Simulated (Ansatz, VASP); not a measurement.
Two plane-wave programs on Zr

```
CELL_PARAMETERS angstrom
3.27628 0.00000 0.00000
-1.63814 2.83734 0.00000
0.00000 0.00000 5.00881
ATOMIC_POSITIONS crystal
Zr 0.33333 0.66667 0.25000
Zr 0.66667 0.33333 0.75000
```

Alike in both runs: task single point; functional PBEsol; k mesh 18 × 18 × 10; occupations gaussian, width 0.15 eV; no spin polarisation.

```csv
,VASP,Ansatz
version,VASP 6.6.1,Ansatz 0.2.0
potentials or method,"VASP PAW PBE potentials, release 64 (Zr_sv), cutoff 520 eV","scalar-relativistic, plane waves, PAW"
valence electrons in the cell,24,24
```

|  | VASP | Ansatz | Ansatz less VASP |
| --- | --- | --- | --- |
| gap on the k mesh at the Fermi level (eV) | none | none | - |
| pressure (GPa) | -3.0 | -3.1 | -0.05 |
| traceless stress, the component that is largest in VASP (GPa) | 2.78 | 2.77 | -0.007 |

VASP's potentials were made for PBE, not for PBEsol. A gap of «none» marks a metal or a gap that the smearing closes.
